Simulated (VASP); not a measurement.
# AlCu3 (P-4m2) in VASP: notebook, part 2 of 2

VASP 6.6.1. The steps go on from the part before.

### Step 3. Single point, LDA (atoms displaced along a vibrational mode, the cell strained)

The input, INCAR:

```
SYSTEM = AlCu3
PREC = Accurate
ENCUT = 520
EDIFF = 1E-6
ISMEAR = 0
SIGMA = 0.15
LREAL = .False.
LASPH = .True.
NELM = 100
ALGO = Fast
ISIF = 2
LWAVE = .False.
LCHARG = .True.
LELF = .True.
LVHAR = .True.
NBANDS = 26
```

The input, KPOINTS:

```
Automatic mesh
0
Gamma
  12 12 12
  0 0 0
```

The input, POSCAR:

```
AlCu3
1.0
    3.5290891026      0.0000000000      0.0000000000
    0.0000000000      3.5290891026      0.0000000000
    0.0000000000      0.0000000000      3.5290891026
Al Cu
1 3
Direct
    0.0000000000      0.0000000000      0.0000000000
    0.5000000000      0.4893007179      0.0000000000
    0.5000000000      0.0000000000      0.5000000000
    0.0000000000      0.5106992821      0.5000000000
```

Potentials or basis: VASP PAW LDA potentials, release 64 (Al, Cu).

Run with:

```
$ cat potpaw_LDA.64/Al/POTCAR potpaw_LDA.64/Cu/POTCAR > POTCAR
$ mpirun -np 1 vasp_std > vasp.out
```

OUTCAR:

```text
SYSTEM = AlCu3
   PREC = Accurate
   ENCUT = 520
   EDIFF = 1E-6
   ISMEAR = 0
   LREAL = .False.
   LASPH = .True.
   NELM = 100
   ISIF = 2

 ion  position               nearest neighbor table
   1  0.000  0.000  0.000-   2 2.47   4 2.47   4 2.47   2 2.47   3 2.50   3 2.50   3 2.50   3 2.50
                             4 2.52   4 2.52   2 2.52   2 2.52
   2  0.500  0.489  0.000-   1 2.47   3 2.47   3 2.47   1 2.47   4 2.50   4 2.50   4 2.50   4 2.50
                             1 2.52   3 2.52   1 2.52   3 2.52
   3  0.500  0.000  0.500-   2 2.47   4 2.47   2 2.47   4 2.47   1 2.50   1 2.50   1 2.50   1 2.50
                             4 2.52   4 2.52   2 2.52   2 2.52
   4  0.000  0.511  0.500-   1 2.47   3 2.47   1 2.47   3 2.47   2 2.50   2 2.50   2 2.50   2 2.50
                             1 2.52   3 2.52   1 2.52   3 2.52

  LATTYP: Found a simple cubic cell.
 ALAT       =     3.5290891026

  Lattice vectors:

 A1 = (   3.5290891026,   0.0000000000,   0.0000000000)
 A2 = (   0.0000000000,   3.5290891026,   0.0000000000)
 A3 = (   0.0000000000,   0.0000000000,   3.5290891026)

Analysis of symmetry for initial positions (statically):
=====================================================================
 Subroutine PRICEL returns:
 Original cell was already a primitive cell.

 Routine SETGRP: Setting up the symmetry group for a
 simple cubic supercell.

 Subroutine GETGRP returns: Found  8 space group operations
 (whereof  8 operations were pure point group operations)
 out of a pool of 48 trial point group operations.

The static configuration has the point symmetry D_2d.

Analysis of symmetry for dynamics (positions and initial velocities):
=====================================================================
 Subroutine PRICEL returns:
 Original cell was already a primitive cell.

 Routine SETGRP: Setting up the symmetry group for a
 simple cubic supercell.

 Subroutine GETGRP returns: Found  8 space group operations
 (whereof  8 operations were pure point group operations)
 out of a pool of 48 trial point group operations.

The dynamic configuration has the point symmetry D_2d.
[... 126 lines left out ...]
  Thomas-Fermi vector in A             =   2.639026
   LORBIT       =      0    0 simple, 1 ext, 2 COOP (PROOUT), +10 PAW based schemes
   GGA     = CA    functional components
   LHFCALC =     F    Hartree Fock is set to
   AEXX    =    0.0000 exact exchange contribution
   IVDW    =     0    specifies the selected vdW correction
   LEPSILON=     F    determine dielectric tensor
   LRPA    =     F    only Hartree local field effects (RPA)
 non-spin polarized calculation
 RMM-DIIS sequential band-by-band and
 Gauss-broadening in eV      SIGMA  =   0.15
  energy-cutoff  :      520.00
  volume of cell :       43.95
 maximum number of plane-waves:      1213
 NGX is ok and might be reduce to    28
   NGX = 13   NGY = 13   NGZ = 13

 number of electron      35.9999996 magnetization

 Free energy of the ion-electron system (eV)
  ---------------------------------------------------
  ext. energy  EPLUGINS =         0.00000000
  ---------------------------------------------------
  free energy    TOTEN  =       -19.02045839 eV

  energy without entropy =      -19.00902836  energy(sigma->0) =      -19.01474338

 E-fermi :   9.7054     XC(G=0): -13.1339

 val. band max:        9.6967690423   @ k =   0.1667   0.2500   0.1667
 cond. band min:       9.7109241801   @ k =   0.2500   0.1667   0.1667
 fundamental gap:      0.0141551378
 Fermi energy:         9.7054182594

 k-point     1 :       0.0000    0.0000    0.0000
  band No.  band energies     occupation
      1      -1.6723      2.00000
      2       3.6728      2.00000
      3       4.3052      2.00000
      4       4.3108      2.00000
      5       4.5926      2.00000
      6       4.5926      2.00000
[... 685 lines left out ...]
     25      19.6673      0.00000
     26      21.2321      0.00000

 [... further k-points ...]

------------------------ aborting loop because EDIFF is reached ----------------------------------------

  FORCE on cell =-STRESS in cart. coord.  units (eV):
  Direction    XX          YY          ZZ          XY          YZ          ZX
  --------------------------------------------------------------------------------------
  -------------------------------------------------------------------------------------
  Total        2.8413610      2.8516359      2.8413610      0.0000000      0.0000000     -0.0000000
  in kB      103.5736135    103.9481553    103.5736135      0.0000000      0.0000000     -0.0000000
  external PRESSURE =     103.6984608 kB  Pullay stress =       0.0000000 kB

 VOLUME and BASIS-vectors are now :
 -----------------------------------------------------------------------------
  energy-cutoff  :      520.00
  volume of cell :       43.95
      direct lattice vectors                 reciprocal lattice vectors
     3.529089103  0.000000000  0.000000000     0.283359238  0.000000000  0.000000000
     0.000000000  3.529089103  0.000000000     0.000000000  0.283359238  0.000000000
     0.000000000  0.000000000  3.529089103     0.000000000  0.000000000  0.283359238

 POSITION                                       TOTAL-FORCE (eV/Angst)
 -----------------------------------------------------------------------------------
      0.00000      0.00000      0.00000         0.000000      0.000000     -0.000000
      1.76454      1.72679      0.00000        -0.000000      0.312014      0.000000
      1.76454      0.00000      1.76454         0.000000      0.000000     -0.000000
      0.00000      1.80230      1.76454         0.000000     -0.312014     -0.000000
 -----------------------------------------------------------------------------------
    total drift:                                0.000000     -0.000001     -0.000000

  FREE ENERGIE OF THE ION-ELECTRON SYSTEM (eV)
  ---------------------------------------------------
  free  energy   TOTEN  =       -19.0204583911 eV

  energy  without entropy=      -19.0090283593  energy(sigma->0) =      -19.01474338
```

Run time: 4.8 min. Hardware: 1 thread of AMD EPYC 7R43 (Zen 3), shared host; peak memory 0.24 GiB.

Results:

| Property | Result |
| --- | --- |
| Free energy | -19.0205 eV |
| Pressure | 10.4 GPa |
| Largest force | 0.312 eV/Å |
| Band gap on the k mesh | zero (bands 18 and 19 overlap by 5.93 eV) |

Forces in eV/Å, atoms in the order of the input:
```
Al   0.000  0.000  0.000
Cu   0.000  0.312  0.000
Cu   0.000  0.000  0.000
Cu   0.000 -0.312  0.000
```

Caveat: the cell differs from its parent crystal (atoms displaced along a vibrational mode, the cell strained); the cell stands under pressure.

### Step 4. Single point, LDA (atoms displaced along a vibrational mode, the cell strained)

The input, INCAR:

```
PREC = Accurate
ENCUT = 520
EDIFF = 1E-6
ISMEAR = 0
SIGMA = 0.15
LREAL = F
LASPH = T
NELM = 60
ALGO = Fast
ISIF = 2
LWAVE = F
LCHARG = F
GGA = CA
NBANDS = 26
```

The input, KPOINTS:

```
Automatic mesh
0
Gamma
  12 12 12
```

The input, POSCAR:

```
AlCu3
1.0
    3.5290891026      0.0000000000      0.0000000000
    0.0000000000      3.5290891026      0.0000000000
    0.0000000000      0.0000000000      3.5290891026
Al Cu
1 3
Direct
    0.0000000000      0.0000000000      0.0000000000
    0.5000000000      0.4786014357      0.0000000000
    0.5000000000      0.0000000000      0.5000000000
    0.0000000000      0.5213985643      0.5000000000
```

Run with:

```
$ cat potpaw_LDA.64/Al/POTCAR potpaw_LDA.64/Cu/POTCAR > POTCAR
$ mpirun -np 1 vasp_std > vasp.out
```

Run time: 5.5 min. Hardware: 1 thread of AMD EPYC 7R43 (Zen 3), shared host; peak memory 0.24 GiB.

Results (log left out):

```yaml
Free_energy: -18.9850 eV
Pressure: 10.8 GPa
Largest_force: 0.629 eV/Å
Band_gap_on_the_k_mesh: zero (bands 18 and 19 overlap by 5.93 eV)
```

Forces on the atoms (eV/Å):
```
Al   0.000  0.000  0.000
Cu   0.000  0.629  0.000
Cu   0.000  0.000  0.000
Cu   0.000 -0.629  0.000
```

Stress tensor (GPa, compression positive):
```
10.80  0.00  0.00
 0.00 10.90  0.00
 0.00  0.00 10.80
```

Levels at points of the mesh, in eV from the Fermi level:
| k point | band 15 | band 16 | band 17 | band 18 | band 19 | band 20 | band 21 | band 22 |
| --- | --- | --- | --- | --- | --- | --- | --- | --- |
| (0.00, 0.00, 0.00) | -2.24 | -2.24 | -0.38 | -0.38 | -0.32 | 4.71 | 4.76 | 5.74 |
| (0.50, 0.00, 0.00) | -3.15 | -2.71 | -2.23 | 3.98 | 4.02 | 4.05 | 4.10 | 5.07 |
| (0.00, 0.50, 0.00) | -3.09 | -2.72 | -2.25 | 4.05 | 4.05 | 4.10 | 4.10 | 4.99 |
| (0.50, 0.50, 0.00) | -3.13 | -2.99 | -2.55 | -1.26 | -1.26 | 6.61 | 6.70 | 7.00 |
| (0.50, 0.00, 0.50) | -3.24 | -2.98 | -2.53 | -1.28 | -1.28 | 6.75 | 6.75 | 6.85 |
| (0.50, 0.50, 0.50) | -3.14 | -2.46 | -2.43 | -2.43 | -1.66 | 1.73 | 2.00 | 2.00 |

Caveat: the cell differs from its parent crystal (atoms displaced along a vibrational mode, the cell strained); the cell stands under pressure.

### Step 5. Single point, LDA (atoms displaced along a vibrational mode, the cell strained)

The input, INCAR:

```
SYSTEM = AlCu3
PREC = Accurate
ENCUT = 520
EDIFF = 1E-6
ISMEAR = 0
SIGMA = 0.15
LREAL = .False.
LASPH = .True.
NELM = 80
ALGO = Fast
ISIF = 2
LWAVE = .False.
LCHARG = .True.
LELF = .True.
LVHAR = .True.
NBANDS = 26
```

The input, KPOINTS:

```
Automatic mesh
0
Gamma
  12 12 12
  0 0 0
```

The input, POSCAR:

```
AlCu3
1.0
    3.5592369196      0.0000000000      0.0000000000
    0.0000000000      3.5592369196      0.0000000000
    0.0000000000      0.0000000000      3.5592369196
Al Cu
1 3
Direct
    0.0000000000      0.0000000000      0.0000000000
    0.5000000000      0.4946503589      0.0000000000
    0.5000000000      0.0000000000      0.5000000000
    0.0000000000      0.5053496411      0.5000000000
```

Run with:

```
$ cat potpaw_LDA.64/Al/POTCAR potpaw_LDA.64/Cu/POTCAR > POTCAR
$ mpirun -np 1 vasp_std > vasp.out
```

It took 5 min on 1 thread of AMD EPYC 7R43 (Zen 3), shared host; peak memory 0.25 GiB.

Results (log left out):

```yaml
Free_energy: -19.0841 eV
Pressure: 5.0 GPa
Largest_force: 0.140 eV/Å
Band_gap_on_the_k_mesh: zero (bands 18 and 19 overlap by 5.84 eV)
```

Forces on the atoms (eV/Å):
```
Al   0.000  0.000  0.000
Cu   0.000  0.140  0.000
Cu   0.000  0.000  0.000
Cu   0.000 -0.140  0.000
```

Levels at points of the mesh, in eV from the Fermi level:
```csv
k point,band 14,band 15,band 16,band 17,band 18,band 19,band 20,band 21,band 22,band 23
"(0.00, 0.00, 0.00)",-2.20,-2.19,-2.19,-0.35,-0.35,-0.35,4.65,4.65,5.55,10.93
"(0.50, 0.00, 0.00)",-3.19,-3.10,-2.66,-2.19,4.00,4.01,4.01,4.01,4.94,6.34
"(0.00, 0.50, 0.00)",-3.21,-3.09,-2.66,-2.19,4.00,4.00,4.02,4.02,4.94,6.34
"(0.50, 0.50, 0.00)",-3.11,-3.08,-2.97,-2.50,-1.25,-1.25,6.63,6.65,6.75,7.34
"(0.50, 0.00, 0.50)",-3.11,-3.09,-2.96,-2.50,-1.25,-1.25,6.65,6.65,6.73,7.34
"(0.50, 0.50, 0.50)",-3.14,-3.12,-2.38,-2.38,-2.38,-1.61,1.60,1.93,1.93,1.93
```

Caveat: the cell differs from its parent crystal (atoms displaced along a vibrational mode, the cell strained); the cell stands under pressure.

### Step 6. Single point, LDA (atoms displaced along a vibrational mode, the cell strained)

The input, INCAR:

```
  PREC = Accurate
  ENCUT = 520
  EDIFF = 1E-6
  ISMEAR = 0
  SIGMA = 0.15
  LREAL = False
  LASPH = True
  NELM = 60
  ALGO = Fast
  ISIF = 2
  LWAVE = False
  LCHARG = True
  LELF = True
  LVHAR = True
  NBANDS = 26
```

The input, KPOINTS:

```
regular mesh
0
Gamma
  12 12 12
```

The input, POSCAR:

```
AlCu3
1.0
    3.5592369196      0.0000000000      0.0000000000
    0.0000000000      3.5592369196      0.0000000000
    0.0000000000      0.0000000000      3.5592369196
Al Cu
1 3
Direct
    0.0000000000      0.0000000000      0.0000000000
    0.5000000000      0.4839510768      0.0000000000
    0.5000000000      0.0000000000      0.5000000000
    0.0000000000      0.5160489232      0.5000000000
```

Potentials or basis: VASP PAW LDA potentials, release 64 (Al, Cu).

Run with:

```
$ cat potpaw_LDA.64/Al/POTCAR potpaw_LDA.64/Cu/POTCAR > POTCAR
$ mpirun -np 1 vasp_std > vasp.out
```

Run time: 5.3 min. Hardware: 1 thread of AMD EPYC 7R43 (Zen 3), shared host; peak memory 0.25 GiB.

The run converged. Its results:

| Item | Value |
| --- | --- |
| Free energy | -19.0625 eV |
| Pressure | 5.2 GPa |
| Largest force | 0.427 eV/Å |
| Band gap on the k mesh | zero (bands 18 and 19 overlap by 5.83 eV) |

Forces on the atoms (eV/Å):
```
Al   0.000  0.000  0.000
Cu   0.000  0.427  0.000
Cu   0.000  0.000  0.000
Cu   0.000 -0.427  0.000
```

Levels at points of the mesh, in eV from the Fermi level:
```tsv
k point	band 16	band 17	band 18	band 19	band 20	band 21
(0.00, 0.00, 0.00)	-2.20	-0.35	-0.35	-0.31	4.63	4.66
(0.50, 0.00, 0.00)	-2.66	-2.20	3.94	3.99	4.01	4.01
(0.00, 0.50, 0.00)	-2.67	-2.21	3.99	3.99	4.03	4.03
(0.50, 0.50, 0.00)	-2.94	-2.50	-1.25	-1.25	6.55	6.63
(0.50, 0.00, 0.50)	-2.93	-2.49	-1.26	-1.26	6.66	6.66
(0.50, 0.50, 0.50)	-2.40	-2.39	-2.39	-1.59	1.60	1.92
```

Caveat: the cell differs from its parent crystal (atoms displaced along a vibrational mode, the cell strained); the cell stands under pressure.

### Step 7. The runs side by side

| cell | gap on the mesh (eV) | pressure (GPa) | largest force (eV/Å) |
| --- | --- | --- | --- |
| a = 3.529 Å, 4 atoms, atomic positions A | none | 10.1 | 0.16 |
| a = 3.529 Å, 4 atoms, atomic positions B | none | 10.4 | 0.31 |
| a = 3.529 Å, 4 atoms, atomic positions C | none | 10.8 | 0.63 |
| a = 3.559 Å, 4 atoms, atomic positions A | none | 5.0 | 0.14 |
| a = 3.559 Å, 4 atoms, atomic positions D | none | 5.2 | 0.43 |

Alike in all rows: task single point; level LDA; potentials or basis VASP PAW LDA potentials, release 64 (Al, Cu); no spin polarisation; k mesh 12 × 12 × 12; cutoff (eV) 520; smearing gaussian 0.15 eV.

Caveats: the cell stands under pressure.

Total energies depend on the potentials used, so only differences within one code and one set of settings carry meaning.
